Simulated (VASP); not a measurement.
A run of VASP 6.6.1:

Contents of INCAR:

```
SYSTEM = Li
  PREC = Accurate
  ENCUT = 600
  EDIFF = 1E-6
  ISMEAR = -1
  SIGMA = 0.05
  LREAL = .False.
  LASPH = .True.
  NELM = 100
  ALGO = Normal
  ISIF = 3
  LWAVE = .False.
  LCHARG = .False.
  GGA = PS
  IBRION = 2
  NSW = 60
  EDIFFG = -0.01
  PSTRESS = 300.0
```

KPOINTS

```
Automatic mesh
0
Gamma
  10 10 10
  0 0 0
```

POSCAR

```
Li
1.0
    0.0000000000      2.2020000000      2.2020000000
    2.2020000000      0.0000000000      2.2020000000
    2.2020000000      2.2020000000      0.0000000000
Li
1
Direct
    0.0000000000      0.0000000000      0.0000000000
```

Potentials or basis: VASP PAW PBE potentials, release 64 (Li_sv).

Run with:

```console
$ cat potpaw_PBE.64/Li_sv/POTCAR > POTCAR
$ mpirun -np 1 vasp_std > vasp.out
```

Hardware: 1 thread of Intel(R) Xeon(R) Platinum 8375C CPU @ 2.90GHz (Ice Lake), with other jobs on the host.

Question: Estimate the wall time of this run.

Answer: It took 13 s on 1 thread of Intel(R) Xeon(R) Platinum 8375C CPU @ 2.90GHz (Ice Lake), on a shared host, peak memory 0.14 GiB. Counts: scf iterations 30, k points 47, ion steps 4.
